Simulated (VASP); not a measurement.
Wanted: the native input for a VASP 6.6.1 run.

- Task: relaxation of cell and atoms
- Functional: PBE
- Potentials or basis: VASP PAW PBE potentials, release 64 (V_sv, S)
- Cutoff: 500 eV
- k mesh: 4 × 4 × 4
- Occupations: gaussian, width 0.1 eV
- Spin: collinear spin, ferrimagnetic start
- Starting moments: [2.58, 2.58, -0.39, -0.39, -0.39, -0.39, -0.39, -0.39] μB
- Dipole correction: no
- Further INCAR settings: ALGO = Normal; EDIFF = 1e-07; IBRION = 2; EDIFFG = -0.04; NSW = 90; ISIF = 3

The structure of VS3 lies in POSCAR:

```
VS3
1.0
    5.4015214694      0.0000000000      0.0000000000
    0.0000000000      5.4015214694      0.0000000000
    0.0000000000      0.0000000000      5.4015214694
V S
2 6
Direct
    0.0000000000      0.0000000000      0.0000000000
    0.5000000000      0.5000000000      0.5000000000
    0.0000000000      0.5000000000      0.2500000000
    0.0000000000      0.5000000000      0.7500000000
    0.2500000000      0.0000000000      0.5000000000
    0.7500000000      0.0000000000      0.5000000000
    0.5000000000      0.7500000000      0.0000000000
    0.5000000000      0.2500000000      0.0000000000
```

One way to write it, as run:

INCAR

```
SYSTEM = VS3
PREC = Accurate
ENCUT = 500
EDIFF = 1E-7
ISMEAR = 0
SIGMA = 0.1
LREAL = .FALSE.
LASPH = .TRUE.
NELM = 200
ALGO = Normal
ISIF = 3
LWAVE = .FALSE.
LCHARG = .FALSE.
ISPIN = 2
MAGMOM = 2.58 2.58 -0.39 -0.39 -0.39 -0.39 -0.39 -0.39
LORBIT = 11
LMAXMIX = 4
GGA = PE
IBRION = 2
NSW = 90
EDIFFG = -0.04
GGA_COMPAT = .FALSE.
NELMIN = 4
```

KPOINTS

```
Automatic mesh
0
G
  4 4 4
  0 0 0
```

Potentials or basis: VASP PAW PBE potentials, release 64 (V_sv, S).

The run is started by

```bash
$ cat potpaw_PBE.64/V_sv/POTCAR potpaw_PBE.64/S/POTCAR > POTCAR
$ mpirun -np 1 vasp_std > vasp.out
```

It gave:

* Relaxed volume: 14.37 Å³/atom
* Relaxed cell: a = 4.863 Å, b = 4.863 Å, c = 4.863 Å, α = 90.00°, β = 90.00°, γ = 90.00°
* Space group after relaxing (to 0.05 Å): Pm-3n (No. 223)
* Energy gained by relaxing: 408.5 meV/atom
* Ionic steps: 3
* Pressure after relaxing: 0.1 GPa
* Band gap on the k mesh: zero (filled and empty bands overlap)
* Net moment: 0.00 μB per cell
* Valence electrons inside the program's atomic spheres: V 11.23; S 3.61

Caveat: the volume moved by over 15 % at a fixed basis, so the end points are rough.

Wall time 5.3 min on 1 thread of AMD EPYC 9R45 96-Core Processor (Zen 5), on a shared host, peak memory 0.29 GiB.
